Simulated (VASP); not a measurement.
# SnSe2 (P-3m1) in VASP: a series of runs, part 2 of 2

VASP 6.6.1. Earlier steps stand in the parts before.

## (4) Single point, PBE

This run uses another cell than the first one, of 25.47 Å³/atom, 1.031 times its volume.

The input, INCAR:

```
SYSTEM = SnSe2
PREC = Accurate
ENCUT = 520
EDIFF = 1E-7
ISMEAR = -1
SIGMA = 0.05
LREAL = .FALSE.
LASPH = .TRUE.
NELM = 60
ALGO = Normal
ISIF = 2
LWAVE = .FALSE.
LCHARG = .TRUE.
GGA = PE
LELF = .TRUE.
LVHAR = .TRUE.
NBANDS = 20
```

The input, KPOINTS:

```
Automatic mesh
0
G
  7 7 4
  0 0 0
```

The input, POSCAR:

```
SnSe2
1.0
    3.8110000000      0.0000000000      0.0000000000
   -1.9055000000      3.3004228138      0.0000000000
    0.0000000000      0.0000000000      6.0746400000
Sn Se
1 2
Direct
    0.0000000000      0.0000000000      0.0000000000
    0.6666666667      0.3333333333      0.7510000000
    0.3333333333      0.6666666667      0.2490000000
```

Potentials or basis: VASP PAW PBE potentials, release 64 (Sn_d, Se).

Command:

```console
> cat potpaw_PBE.64/Sn_d/POTCAR potpaw_PBE.64/Se/POTCAR > POTCAR
> mpirun -np 1 vasp_std > vasp.out
```

OUTCAR:

```text
SYSTEM = SnSe2
   PREC = Accurate
   ENCUT = 520
   EDIFF = 1E-7
   ISMEAR = -1
   LREAL = .FALSE.
   LASPH = .TRUE.
   NELM = 60
   ISIF = 2
   GGA = PE

 ion  position               nearest neighbor table
   1  0.000  0.000  0.000-   2 2.67   3 2.67   3 2.67   2 2.67   2 2.67   3 2.67
   2  0.667  0.333  0.751-   1 2.67   1 2.67   1 2.67
   3  0.333  0.667  0.249-   1 2.67   1 2.67   1 2.67

  LATTYP: Found a hexagonal cell.
 ALAT       =     3.8110000000
 C/A-ratio  =     1.5939753346

  Lattice vectors:

 A1 = (   3.8110000000,   0.0000000000,   0.0000000000)
 A2 = (  -1.9055000000,   3.3004228138,   0.0000000000)
 A3 = (   0.0000000000,   0.0000000000,   6.0746400000)

Analysis of symmetry for initial positions (statically):
=====================================================================
 Subroutine PRICEL returns:
 Original cell was already a primitive cell.

 Routine SETGRP: Setting up the symmetry group for a
 hexagonal supercell.

 Subroutine GETGRP returns: Found 12 space group operations
 (whereof 12 operations were pure point group operations)
 out of a pool of 24 trial point group operations.

The static configuration has the point symmetry D_3d.

Analysis of symmetry for dynamics (positions and initial velocities):
=====================================================================
 Subroutine PRICEL returns:
 Original cell was already a primitive cell.

 Routine SETGRP: Setting up the symmetry group for a
 hexagonal supercell.

 Subroutine GETGRP returns: Found 12 space group operations
 (whereof 12 operations were pure point group operations)
 out of a pool of 24 trial point group operations.

The dynamic configuration has the point symmetry D_3d.

 Subroutine INISYM returns: Found 12 space group operations
 (whereof 12 operations are pure point group operations),
 and found     1 'primitive' translations

----------------------------------------------------------------------------------------

                                     Primitive cell

  volume of cell :      76.4063

  direct lattice vectors                    reciprocal lattice vectors
     3.811000000  0.000000000  0.000000000     0.262398321  0.151495741  0.000000000
    -1.905500000  3.300422814  0.000000000     0.000000000  0.302991482  0.000000000
     0.000000000  0.000000000  6.074640000     0.000000000  0.000000000  0.164618809

  length of vectors
     3.811000000  3.811000000  6.074640000     0.302991482  0.302991482  0.164618809

  position of ions in fractional coordinates (direct lattice)
     0.000000000  0.000000000  0.000000000
     0.666666667  0.333333333  0.751000000
     0.333333333  0.666666667  0.249000000

  ion indices of the primitive-cell ions
   primitive index   ion index
                 1           1
                 2           2
                 3           3

----------------------------------------------------------------------------------------

 KPOINTS: Automatic mesh

Automatic generation of k-mesh.
 Grid dimensions read from file:
 generate k-points for:    7    7    4

 Generating k-lattice:

  Cartesian coordinates                     Fractional coordinates (reciprocal lattice)
     0.037485474  0.021642249  0.000000000     0.142857143 -0.000000000  0.000000000
     0.000000000  0.043284497  0.000000000     0.000000000  0.142857143  0.000000000
     0.000000000  0.000000000  0.041154702     0.000000000  0.000000000  0.250000000

  Length of vectors
     0.043284497  0.043284497  0.041154702

  Shift w.r.t. Gamma in fractional coordinates (k-lattice)
     0.000000000  0.000000000  0.000000000

 Subroutine IBZKPT returns following result:
 ===========================================

 Found     28 irreducible k-points:

 Following reciprocal coordinates:
            Coordinates               Weight
  0.000000  0.000000  0.000000      1.000000
  0.142857  0.000000  0.000000      6.000000
  0.285714  0.000000  0.000000      6.000000
  0.428571  0.000000  0.000000      6.000000
  0.142857  0.142857  0.000000      6.000000
  0.285714  0.142857  0.000000     12.000000
[... 16 lines left out ...]
  0.285714  0.000000  0.500000      6.000000
  0.428571  0.000000  0.500000      6.000000
 [... further k-points ...]
   k-points           NKPTS =     28   k-points in BZ     NKDIM =     28   number of bands    NBANDS=     20
   number of dos      NEDOS =    301   number of ions     NIONS =      3
   total plane-waves  NPLWV =  37632
   dimension x,y,z NGX =    28 NGY =   28 NGZ =   48
   dimension x,y,z NGXF=    56 NGYF=   56 NGZF=   96
   ions per type =               1   2
   NGX,Y,Z   is equivalent  to a cutoff of  12.21, 12.21, 13.14 a.u.
   NGXF,Y,Z  is equivalent  to a cutoff of  24.43, 24.43, 26.27 a.u.
 SYSTEM =  SnSe2
   PREC   = accura    normal or accurate (medium, high low for compatibility)
   ISTART =      0    job   : 0-new  1-cont  2-samecut
   ICHARG =      2    charge: 1-file 2-atom 10-const
   ISPIN  =      1    spin polarized calculation?
   LNONCOLLINEAR =      F non collinear calculations
   LSORBIT =      F    spin-orbit coupling
   LASPH  =      T    aspherical Exc in radial PAW
   ENCUT  =  520.0 eV  38.22 Ry    6.18 a.u.   7.09  7.09 11.29*2*pi/ulx,y,z
   NELM   =     60;   NELMIN=  2; NELMDL= -5     # of ELM steps
   EDIFF  = 0.1E-06   stopping-criterion for ELM
   LREAL  =      F    real-space projection
   EDIFFG = 0.1E-05   stopping-criterion for IOM
   NSW    =      0    number of steps for IOM
   IBRION =     -1    ionic relax: 0-MD 1-quasi-New 2-CG
   NFREE  =      0    steps in history (QN), initial steepest desc. (CG)
   ISIF   =      2    stress and relaxation
   ISYM   =      2    0-nonsym 1-usesym 2-fastsym
   POTIM  = 0.5000    time-step for ionic-motion
   TEBEG  =    0.0;   TEEND  =   0.0 temperature during run
   PSTRESS=    0.0 pullay stress
   NELECT =      26.0000    total number of electrons
   NUPDOWN=      -1.0000    fix difference up-down
   EMIN   =  10.00;   EMAX   =-10.00  energy-range for DOS
   EFERMI =   0.00;   METHOD = LEGACY
   ISMEAR =    -1;   SIGMA  =   0.05  broadening in eV -4-tet -1-fermi 0-gaus
   EFERMI_NEDOS =   21; number of points for ismear=-14 and -15
   IALGO  =     38    algorithm
   IMIX   =      4    mixing-type and parameters
     AMIX     =   0.40;   BMIX     =  1.00
     AMIX_MAG =   1.60;   BMIX_MAG =  1.00
  volume/ion in A,a.u.               =      25.47       171.87
  Fermi-wavevector in a.u.,A,eV,Ry     =   1.142939  2.159841 17.773410  1.306309
  Thomas-Fermi vector in A             =   2.279635
   LORBIT       =      0    0 simple, 1 ext, 2 COOP (PROOUT), +10 PAW based schemes
   GGA     = PE    functional components
   LHFCALC =     F    Hartree Fock is set to
   AEXX    =    0.0000 exact exchange contribution
   IVDW    =     0    specifies the selected vdW correction
   LEPSILON=     F    determine dielectric tensor
   LRPA    =     F    only Hartree local field effects (RPA)
 non-spin polarized calculation
  energy-cutoff  :      520.00
  volume of cell :       76.41
 maximum number of plane-waves:      2074
   NGX = 15   NGY = 15   NGZ = 23

 number of electron      26.0000009 magnetization

 Free energy of the ion-electron system (eV)
  ---------------------------------------------------
  ext. energy  EPLUGINS =         0.00000000
  ---------------------------------------------------
  free energy    TOTEN  =       -11.70902022 eV

  energy without entropy =      -11.70898841  energy(sigma->0) =      -11.70900431

 E-fermi :   4.7213     XC(G=0):  -9.5010

 val. band max:        4.3506971777   @ k =   0.0000   0.0000   0.0000
 cond. band min:       5.0963718818   @ k =   0.0000   0.4286   0.2500
 fundamental gap:      0.7456747041
 Fermi energy:         4.7213257685

 k-point     1 :       0.0000    0.0000    0.0000
  band No.  band energies     occupation
      1     -17.0028      2.00000
      2     -17.0028      2.00000
      3     -16.9639      2.00000
      4     -16.9474      2.00000
      5     -16.9474      2.00000
      6      -9.7878      2.00000
[... 12 lines left out ...]
     19      13.2057      0.00000
     20      13.2057      0.00000

 k-point     2 :       0.1429    0.0000    0.0000
  band No.  band energies     occupation
      1     -17.0138      2.00000
      2     -16.9965      2.00000
      3     -16.9586      2.00000
      4     -16.9508      2.00000
      5     -16.9453      2.00000
      6      -9.5826      2.00000
[... 498 lines left out ...]
 k-point    24 :       0.4286    0.0000    0.5000
  band No.  band energies     occupation
      1     -17.0635      2.00000
      2     -16.9844      2.00000
      3     -16.9692      2.00000
      4     -16.9271      2.00000
      5     -16.9228      2.00000
      6      -8.1622      2.00000
[... 12 lines left out ...]
     19      14.2822      0.00000
     20      15.0515      0.00000

 [... further k-points ...]
[... 5 lines left out ...]
  --------------------------------------------------------------------------------------
  -------------------------------------------------------------------------------------
  Total        2.7612251      2.7612251      3.7028388      0.0000000     -0.0000000      0.0000000
  in kB       57.9006350     57.9006350     77.6455030      0.0000000     -0.0000000      0.0000000
  external PRESSURE =      64.4822577 kB  Pullay stress =       0.0000000 kB

 VOLUME and BASIS-vectors are now :
 -----------------------------------------------------------------------------
  energy-cutoff  :      520.00
  volume of cell :       76.41
      direct lattice vectors                 reciprocal lattice vectors
     3.811000000  0.000000000  0.000000000     0.262398321  0.151495741  0.000000000
    -1.905500000  3.300422814  0.000000000     0.000000000  0.302991482  0.000000000
     0.000000000  0.000000000  6.074640000     0.000000000  0.000000000  0.164618809

 POSITION                                       TOTAL-FORCE (eV/Angst)
 -----------------------------------------------------------------------------------
      0.00000      0.00000      0.00000        -0.000000      0.000000      0.000000
      1.90550      1.10014      4.56205         0.000000      0.000000     -0.955324
     -0.00000      2.20028      1.51259        -0.000000     -0.000000      0.955324
 -----------------------------------------------------------------------------------
    total drift:                                0.000000      0.000000     -0.000000

  FREE ENERGIE OF THE ION-ELECTRON SYSTEM (eV)
  ---------------------------------------------------
  free  energy   TOTEN  =       -11.7090202189 eV

  energy  without entropy=      -11.7089884105  energy(sigma->0) =      -11.70900431
```

OSZICAR:

```text
N       E                     dE             d eps       ncg     rms          rms(c)
DAV:   1     0.211929031507E+03    0.21193E+03   -0.12382E+04  1160   0.149E+03
DAV:   2     0.121889610529E+02   -0.19974E+03   -0.19181E+03  1180   0.397E+02
DAV:   3    -0.111559576394E+02   -0.23345E+02   -0.22896E+02  1384   0.116E+02
DAV:   4    -0.119704501776E+02   -0.81449E+00   -0.81322E+00  1328   0.227E+01
DAV:   5    -0.119892235234E+02   -0.18773E-01   -0.18772E-01  1532   0.363E+00    0.531E+00
DAV:   6    -0.117304843405E+02    0.25874E+00   -0.48786E-01  1684   0.757E+00    0.343E+00
DAV:   7    -0.117087939966E+02    0.21690E-01   -0.17419E-01  1384   0.270E+00    0.102E+00
DAV:   8    -0.117084639959E+02    0.33000E-03   -0.13294E-02  1444   0.119E+00    0.295E-01
DAV:   9    -0.117089791082E+02   -0.51511E-03   -0.15922E-03  1312   0.302E-01    0.893E-02
DAV:  10    -0.117089862243E+02   -0.71161E-05   -0.11109E-04  1536   0.773E-02    0.347E-02
DAV:  11    -0.117090186413E+02   -0.32417E-04   -0.42368E-05  1248   0.361E-02    0.640E-03
DAV:  12    -0.117090195984E+02   -0.95714E-06   -0.22766E-06  1496   0.107E-02    0.581E-03
DAV:  13    -0.117090201268E+02   -0.52834E-06   -0.22772E-06  1244   0.842E-03    0.264E-03
DAV:  14    -0.117090202189E+02   -0.92081E-07   -0.53641E-08  1044   0.146E-03
   1 F= -.11709020E+02 E0= -.11709004E+02  d E =-.318084E-04
```

stdout:

```text
POSCAR found type information on POSCAR SnSe
 POSCAR found :  2 types and       3 ions
 scaLAPACK will be used
 LDA part: xc-table for (Slater+PW92), standard interpolation
 POSCAR, INCAR and KPOINTS ok, starting setup
 FFT: planning ... GRIDC
 FFT: planning ... GRID_SOFT
 FFT: planning ... GRID
 WAVECAR not read
 entering main loop
```

Run time: 74 s. Hardware: 1 thread of AMD EPYC 7R13, shared host; peak memory 0.17 GiB.

Results:

```
Free energy            : -11.7090 eV
Pressure               : 6.4 GPa
Largest force          : 0.955 eV/Å
Band gap on the k mesh : 0.75 eV, indirect (least direct gap 1.02 eV)
```

Forces in eV/Å, atoms in the order of the input:
```
Sn   0.000  0.000  0.000
Se   0.000  0.000 -0.955
Se   0.000  0.000  0.955
```

Levels at points of the mesh, in eV from the valence-band top:
| k point | band 9 | band 10 | band 11 | band 12 | band 13 | band 14 | band 15 | band 16 | band 17 | band 18 |
| --- | --- | --- | --- | --- | --- | --- | --- | --- | --- | --- |
| (0.00, 0.00, 0.00) | -0.82 | -0.82 | -0.51 | -0.51 | 0.00 | 1.02 | 2.82 | 4.56 | 4.56 | 8.14 |
| (0.00, 0.00, 0.50) | -2.11 | -0.91 | -0.91 | -0.35 | -0.35 | 2.37 | 2.81 | 4.27 | 4.27 | 8.14 |

Caveat: spin-orbit coupling is left out, which moves the levels of the heavy elements; this functional lacks dispersion, which binds the layers, so the pressure and a relaxed spacing across them are unreliable.

## (5) Single point, PBE

This run uses another cell than the first one, of 25.73 Å³/atom, 1.042 times its volume.

Changes to INCAR since step 4:

```diff
@@ -3,3 +3,3 @@
 ENCUT = 520
-EDIFF = 1E-7
+EDIFF = 1E-6
 ISMEAR = -1
@@ -8,3 +8,3 @@
 LASPH = .TRUE.
-NELM = 60
+NELM = 80
 ALGO = Normal
```

The input, KPOINTS:

```
regular mesh
0
G
  7 7 4
  0 0 0
```

Changes to POSCAR since step 4:

```diff
@@ -4,3 +4,3 @@
    -1.9055000000      3.3004228138      0.0000000000
-    0.0000000000      0.0000000000      6.0746400000
+    0.0000000000      0.0000000000      6.1360000000
 Sn Se
```

Command:

```console
> cat potpaw_PBE.64/Sn_d/POTCAR potpaw_PBE.64/Se/POTCAR > POTCAR
> mpirun -np 1 vasp_std > vasp.out
```

Wall time 68 s (1 thread of AMD EPYC 7R13, shared host); peak memory 0.18 GiB.

The run converged. Its results:

```yaml
Free_energy: -11.7438 eV
Pressure: 5.6 GPa
Largest_force: 0.802 eV/Å
Band_gap_on_the_k_mesh: 0.81 eV, indirect (least direct gap 1.09 eV)
```

Forces in eV/Å, atoms in the order of the input:
```
Sn   0.000  0.000  0.000
Se   0.000  0.000 -0.802
Se   0.000  0.000  0.802
```

Stress tensor (GPa, compression positive):
```
5.14 0.00 0.00
0.00 5.14 0.00
0.00 0.00 6.62
```

Levels at points of the mesh, in eV from the valence-band top:
```csv
k point,band 10,band 11,band 12,band 13,band 14,band 15,band 16,band 17
"(0.00, 0.00, 0.00)",-0.70,-0.39,-0.39,0.00,1.09,2.95,4.64,4.64
"(0.00, 0.00, 0.50)",-0.79,-0.79,-0.24,-0.24,2.45,2.92,4.37,4.37
```

Caveat: spin-orbit coupling is left out, which moves the levels of the heavy elements; this functional lacks dispersion, which binds the layers, so the pressure and a relaxed spacing across them are unreliable. A k mesh can miss the band edges.

## (6) Overview

| cell | gap on the mesh (eV) | pressure (GPa) | largest force (eV/Å) |
| --- | --- | --- | --- |
| a = 3.811, b = 3.811, c = 5.891 Å, angles 90.0, 90.0, 120.0°, 3 atoms | 0.56 | 9.2 | 1.42 |
| a = 3.811, b = 3.811, c = 6.013 Å, angles 90.0, 90.0, 120.0°, 3 atoms | 0.68 | 7.3 | 1.11 |
| a = 3.811, b = 3.811, c = 6.075 Å, angles 90.0, 90.0, 120.0°, 3 atoms | 0.75 | 6.4 | 0.96 |
| a = 3.811, b = 3.811, c = 6.136 Å, angles 90.0, 90.0, 120.0°, 3 atoms | 0.81 | 5.6 | 0.80 |

Alike in all rows: task single point; level PBE; potentials or basis VASP PAW PBE potentials, release 64 (Sn_d, Se); no spin polarisation; k mesh 7 × 7 × 4; cutoff (eV) 520; smearing fermi-dirac 0.05 eV.

Caveats: spin-orbit coupling is left out, which moves the levels of the heavy elements; this functional lacks dispersion, which binds the layers, so the pressure and a relaxed spacing across them are unreliable; forces of over 1 eV/Å act on the atoms, so gaps and moduli don't describe the material at rest (some runs).

Total energies depend on the potentials used, so only differences within one code and one set of settings carry meaning.
